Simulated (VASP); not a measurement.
# LiCl (Fm-3m) in VASP: further runs

The runs below take LiCl through single point, with r2SCAN, HSE06.

Program: VASP 6.6.1. These are calculated values, not measurements. Logs are shortened: lines on timing, memory, paths and dates and some standing lists are left out, and cuts for length are marked.

**1. The cell of the first run**

Symmetry: Fm-3m, No. 225, cubic system. The conventional cell has a = 5.112 Å, b = 5.112 Å, c = 5.112 Å, α = 90.00°, β = 90.00°, γ = 90.00°. Li (site symmetry m-3m) has 6 Cl at 2.56 Å within 3.4 Å. Cl (site symmetry m-3m) has 6 Li at 2.56 Å within 3.4 Å.

**2. Single point, r2SCAN**

Contents of POSCAR:

```
LiCl
1.0
    0.0000000000      2.5560369889      2.5560369889
    2.5560369889      0.0000000000      2.5560369889
    2.5560369889      2.5560369889      0.0000000000
Li Cl
1 1
Direct
    0.0000000000      0.0000000000      0.0000000000
    0.5000000000      0.5000000000      0.5000000000
```

Contents of INCAR.step1:

```
ALGO = Normal ; EDIFF = 1E-4
ENCUT = 520 ; GGA = PE
ISMEAR = 0 ; LASPH = T
LCHARG = F ; LREAL = F
LWAVE = T ; NBANDS = 12
NELM = 80 ; PREC = Accurate
SIGMA = 0.01
```

Contents of INCAR.step2:

```
ALGO = Normal ; EDIFF = 1E-6
ENCUT = 520 ; ISIF = 2
ISMEAR = 0 ; ISTART = 1
LASPH = T ; LCHARG = F
LMIXTAU = T ; LREAL = F
LWAVE = F ; METAGGA = R2SCAN
NBANDS = 12 ; NELM = 80
PREC = Accurate ; SIGMA = 0.01
```

Contents of KPOINTS:

```
k-points
0
Gamma
  4 4 4
```

Potentials or basis: VASP PAW PBE potentials, release 64 (Li_sv, Cl).

On the command line:

```console
> cat potpaw_PBE.64/Li_sv/POTCAR potpaw_PBE.64/Cl/POTCAR > POTCAR
> cp INCAR.step1 INCAR
> mpirun -np 1 vasp_std > vasp.out
> cp INCAR.step2 INCAR
> mpirun -np 1 vasp_std > vasp.out
```

OUTCAR:

```text
EDIFF = 1E-6
   ENCUT = 520
   ISIF = 2
   ISMEAR = 0
   ISTART = 1
   LASPH = T
   LREAL = F
   METAGGA = R2SCAN
   NELM = 80
   PREC = Accurate

 ion  position               nearest neighbor table
   1  0.000  0.000  0.000-   2 2.56   2 2.56   2 2.56   2 2.56   2 2.56   2 2.56
   2  0.500  0.500  0.500-   1 2.56   1 2.56   1 2.56   1 2.56   1 2.56   1 2.56

  LATTYP: Found a face centered cubic cell.
 ALAT       =     5.1120739778

  Lattice vectors:

 A1 = (   0.0000000000,   2.5560369889,   2.5560369889)
 A2 = (   2.5560369889,   0.0000000000,   2.5560369889)
 A3 = (   2.5560369889,   2.5560369889,   0.0000000000)

Analysis of symmetry for initial positions (statically):
=====================================================================
 Subroutine PRICEL returns:
 Original cell was already a primitive cell.

 Routine SETGRP: Setting up the symmetry group for a
 face centered cubic supercell.

 Subroutine GETGRP returns: Found 48 space group operations
 (whereof 48 operations were pure point group operations)
 out of a pool of 48 trial point group operations.

The static configuration has the point symmetry O_h .

Analysis of symmetry for dynamics (positions and initial velocities):
=====================================================================
 Subroutine PRICEL returns:
 Original cell was already a primitive cell.

 Routine SETGRP: Setting up the symmetry group for a
 face centered cubic supercell.

 Subroutine GETGRP returns: Found 48 space group operations
 (whereof 48 operations were pure point group operations)
 out of a pool of 48 trial point group operations.

The dynamic configuration has the point symmetry O_h .

 Subroutine INISYM returns: Found 48 space group operations
 (whereof 48 operations are pure point group operations),
 and found     1 'primitive' translations

----------------------------------------------------------------------------------------

                                     Primitive cell

  volume of cell :      33.3988

  direct lattice vectors                    reciprocal lattice vectors
     0.000000000  2.556036989  2.556036989    -0.195615323  0.195615323  0.195615323
     2.556036989  0.000000000  2.556036989     0.195615323 -0.195615323  0.195615323
     2.556036989  2.556036989  0.000000000     0.195615323  0.195615323 -0.195615323

  length of vectors
     3.614782176  3.614782176  3.614782176     0.338815677  0.338815677  0.338815677

  position of ions in fractional coordinates (direct lattice)
     0.000000000  0.000000000  0.000000000
[... 71 lines left out ...]
   PSTRESS=    0.0 pullay stress
   NELECT =      10.0000    total number of electrons
   NUPDOWN=      -1.0000    fix difference up-down
   EMIN   =  10.00;   EMAX   =-10.00  energy-range for DOS
   EFERMI =   0.00;   METHOD = LEGACY
   ISMEAR =     0;   SIGMA  =   0.01  broadening in eV -4-tet -1-fermi 0-gaus
   EFERMI_NEDOS =   21; number of points for ismear=-14 and -15
   IALGO  =     38    algorithm
   IMIX   =      4    mixing-type and parameters
     AMIX     =   0.40;   BMIX     =  1.00
     AMIX_MAG =   1.60;   BMIX_MAG =  1.00
  volume/ion in A,a.u.               =      16.70       112.69
  Fermi-wavevector in a.u.,A,eV,Ry     =   1.095211  2.069648 16.320006  1.199487
  Thomas-Fermi vector in A             =   2.231530
   LORBIT       =      0    0 simple, 1 ext, 2 COOP (PROOUT), +10 PAW based schemes
   METAGGA = R2SCAN    functional components
   LHFCALC =     F    Hartree Fock is set to
   AEXX    =    0.0000 exact exchange contribution
   IVDW    =     0    specifies the selected vdW correction
   LEPSILON=     F    determine dielectric tensor
   LRPA    =     F    only Hartree local field effects (RPA)
 non-spin polarized calculation
 Gauss-broadening in eV      SIGMA  =   0.01
  energy-cutoff  :      520.00
  volume of cell :       33.40
 maximum number of plane-waves:       934
 NGX is ok and might be reduce to    28
   NGX = 13   NGY = 13   NGZ = 13

 number of electron      10.0000003 magnetization

 Free energy of the ion-electron system (eV)
  ---------------------------------------------------
  ext. energy  EPLUGINS =         0.00000000
  ---------------------------------------------------
  free energy    TOTEN  =       -12.58229289 eV

  energy without entropy =      -12.58229289  energy(sigma->0) =      -12.58229289

 E-fermi :   0.3659     XC(G=0):  -9.2091

 val. band max:        0.2714541005   @ k =   0.0000   0.0000   0.0000
 cond. band min:       7.6289769056   @ k =   0.0000   0.0000   0.0000
 fundamental gap:      7.3575228051
 Fermi energy:         0.3658863430

 k-point     1 :       0.0000    0.0000    0.0000
  band No.  band energies     occupation
      1     -44.5349      2.00000
      2     -13.7488      2.00000
      3       0.2714      2.00000
      4       0.2714      2.00000
      5       0.2715      2.00000
      6       7.6290      0.00000
      7      12.9394      0.00000
      8      12.9394      0.00000
      9      12.9394      0.00000
     10      15.6762      0.00000
     11      15.6762      0.00000
     12      16.1903      0.00000
[... 91 lines left out ...]
 k-point     8 :      -0.2500    0.5000    0.2500
  band No.  band energies     occupation
      1     -44.5313      2.00000
      2     -12.9025      2.00000
      3      -1.9150      2.00000
      4      -1.9149      2.00000
      5      -0.8176      2.00000
      6      10.7909      0.00000
      7      11.3731      0.00000
      8      11.5567      0.00000
      9      11.5567      0.00000
     10      17.5365      0.00000
     11      17.5369      0.00000
     12      19.8709      0.00000

------------------------ aborting loop because EDIFF is reached ----------------------------------------

  FORCE on cell =-STRESS in cart. coord.  units (eV):
  Direction    XX          YY          ZZ          XY          YZ          ZX
  --------------------------------------------------------------------------------------
  -------------------------------------------------------------------------------------
  Total       -0.0783612     -0.0783612     -0.0783612     -0.0000000      0.0000000      0.0000000
  in kB       -3.7590703     -3.7590703     -3.7590703     -0.0000000      0.0000000      0.0000000
  external PRESSURE =      -3.7590703 kB  Pullay stress =       0.0000000 kB

 VOLUME and BASIS-vectors are now :
 -----------------------------------------------------------------------------
  energy-cutoff  :      520.00
  volume of cell :       33.40
      direct lattice vectors                 reciprocal lattice vectors
     0.000000000  2.556036989  2.556036989    -0.195615323  0.195615323  0.195615323
     2.556036989  0.000000000  2.556036989     0.195615323 -0.195615323  0.195615323
     2.556036989  2.556036989  0.000000000     0.195615323  0.195615323 -0.195615323

 POSITION                                       TOTAL-FORCE (eV/Angst)
 -----------------------------------------------------------------------------------
      0.00000      0.00000      0.00000         0.000000     -0.000000     -0.000000
      2.55604      2.55604      2.55604        -0.000000      0.000000      0.000000
 -----------------------------------------------------------------------------------
    total drift:                                0.000000      0.000000      0.000000

  FREE ENERGIE OF THE ION-ELECTRON SYSTEM (eV)
  ---------------------------------------------------
  free  energy   TOTEN  =       -12.5822928886 eV

  energy  without entropy=      -12.5822928886  energy(sigma->0) =      -12.58229289
```

OUTCAR.step1:

```text
EDIFF = 1E-4
   ENCUT = 520
   GGA = PE
   ISMEAR = 0
   LASPH = T
[... 322 lines left out ...]
 -----------------------------------------------------------------------------------
      0.00000      0.00000      0.00000         0.000000      0.000000     -0.000000
      2.55604      2.55604      2.55604         0.000000     -0.000000      0.000000
 -----------------------------------------------------------------------------------
    total drift:                                0.000000      0.000000      0.000000

  FREE ENERGIE OF THE ION-ELECTRON SYSTEM (eV)
  ---------------------------------------------------
  free  energy   TOTEN  =        -7.3776959461 eV

  energy  without entropy=       -7.3776959461  energy(sigma->0) =       -7.37769595
```

Run time: 18 s. Hardware: 1 thread of AMD EPYC 7R13 (Zen 3), shared host; peak memory 0.12 GiB.

Results:

* Free energy: -12.5823 eV
* Band gap on the k mesh: 7.36 eV

Levels at points of the mesh, in eV from the valence-band top:
| k point | band 2 | band 3 | band 4 | band 5 | band 6 | band 7 | band 8 | band 9 |
| --- | --- | --- | --- | --- | --- | --- | --- | --- |
| (0.00, 0.00, 0.00) | -14.02 | 0.00 | 0.00 | 0.00 | 7.36 | 12.67 | 12.67 | 12.67 |
| (0.50, 0.00, 0.00) | -13.42 | -2.89 | -0.28 | -0.28 | 7.54 | 10.31 | 10.31 | 14.32 |
| (0.50, 0.50, 0.00) | -13.16 | -2.98 | -1.14 | -1.14 | 8.79 | 8.91 | 13.66 | 15.50 |

Caveat: the k points lie up to 0.53 Å⁻¹ apart; the cutoff is under 1.25 times the usual one of these potentials, so pressure, stress and relaxed cells hold a basis-set (Pulay) error; the PAW data sets were made with another functional, which shifts forces and pressure a little. A k mesh can miss the band edges.

**3. Single point, HSE06**

POSCAR is that of step 2.

Contents of INCAR.step1:

```
ALGO = Normal
EDIFF = 1E-5
ENCUT = 520
GGA = PE
ISIF = 2
ISMEAR = 0
LASPH = True
LCHARG = False
LREAL = False
LWAVE = True
NBANDS = 12
NELM = 80
PREC = Accurate
SIGMA = 0.01
```

Contents of INCAR.step2:

```
ALGO = Normal
EDIFF = 1E-6
ENCUT = 520
GGA = PE
HFSCREEN = 0.2079
ISIF = 2
ISMEAR = 0
ISTART = 1
LASPH = True
LCHARG = False
LHFCALC = True
LREAL = False
LWAVE = False
NBANDS = 12
NELM = 80
PREC = Accurate
PRECFOCK = Normal
SIGMA = 0.01
```

KPOINTS is that of step 2.

Potentials or basis: VASP PAW PBE potentials, release 64 (Li_sv, Cl).

On the command line:

```console
> cat potpaw_PBE.64/Li_sv/POTCAR potpaw_PBE.64/Cl/POTCAR > POTCAR
> cp INCAR.step1 INCAR
> mpirun -np 1 vasp_std > vasp.out
> cp INCAR.step2 INCAR
> mpirun -np 1 vasp_std > vasp.out
```

Run time: 96 s. Hardware: 1 thread of AMD EPYC 7R13 (Zen 3), shared host; peak memory 0.22 GiB.

It converged, with:

```yaml
Free_energy: -8.4539 eV
Band_gap_on_the_k_mesh: 7.80 eV
```

Levels at points of the mesh, in eV from the valence-band top:
| k point | band 3 | band 4 | band 5 | band 6 | band 7 | band 8 |
| --- | --- | --- | --- | --- | --- | --- |
| (0.00, 0.00, 0.00) | 0.00 | 0.00 | 0.00 | 7.80 | 13.47 | 13.47 |
| (0.50, 0.00, 0.00) | -3.09 | -0.29 | -0.29 | 8.14 | 11.00 | 11.00 |
| (0.50, 0.50, 0.00) | -3.16 | -1.21 | -1.21 | 9.32 | 9.61 | 14.23 |

Caveat: the k points lie up to 0.53 Å⁻¹ apart; the cutoff is under 1.25 times the usual one of these potentials, so pressure, stress and relaxed cells hold a basis-set (Pulay) error; the PAW data sets were made with another functional, which shifts forces and pressure a little. A k mesh can miss the band edges.
